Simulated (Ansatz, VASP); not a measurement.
## Two plane-wave programs on K3OF

```
F O K
1.0
     5.10677    0.00000    0.00000
     0.00000    5.10677    0.00000
     0.00000    0.00000    5.10677
F O K
1 1 3
Direct
  0.00000 0.00000 0.00000
  0.50000 0.50000 0.50000
  0.50000 0.50000 0.00000
  0.50000 0.00000 0.50000
  0.00000 0.50000 0.50000
```

Alike in both runs: task single point; functional r2SCAN; k mesh 4 × 4 × 4; no spin polarisation.

|  | VASP | Ansatz |
| --- | --- | --- |
| version | VASP 6.6.1 | Ansatz 0.2.0 |
| potentials or method | VASP PAW PBE potentials, release 64 (F, O, K_sv) | plane waves, PAW |
| plane-wave cutoff (eV) | 520 | 500 |
| occupations | gaussian, width 0.01 eV | fixed |
| valence electrons in the cell | 40 | 40 |

|  | VASP | Ansatz | Ansatz less VASP |
| --- | --- | --- | --- |
| gap on the k mesh at the Fermi level (eV) | 1.24 | 1.24 | +0.007 |
| pressure (GPa) | -0.6 | -0.6 | -0.06 |

VASP's potentials were made for PBE, not for r2SCAN.
